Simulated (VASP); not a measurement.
## MgO: single point with PBE

Crystal: MgO.

```
Mg O
1.0
     0.00000    2.13800    2.13800
     2.13800    0.00000    2.13800
     2.13800    2.13800    0.00000
Mg O
1 1
Direct
  0.00000 0.00000 0.00000
  0.50000 0.50000 0.50000
```

```yaml
Program: VASP 6.6.1
Task: single point
Functional: PBE
Potentials_or_basis: VASP PAW PBE potentials, release 64 (Mg, O)
Cutoff: 600 eV
k_mesh: 9 × 9 × 9
Occupations: gaussian, width 0.01 eV
Spin: no spin polarisation
```

| Item | Value |
| --- | --- |
| Pressure | -3.3 GPa |
| Band gap on the k mesh | 4.30 eV, direct |

Levels at points of the mesh, in eV from the valence-band top:
```
           k point  band 1  band 2  band 3  band 4  band 5  band 6  band 7  band 8  band 9
(0.00, 0.00, 0.00)  -17.04    0.00    0.00    0.00    4.30   15.54   15.54   15.54   19.34
```

It took 16 s on 1 thread of Intel Xeon 8259CL, on a shared host, peak memory 0.14 GiB.
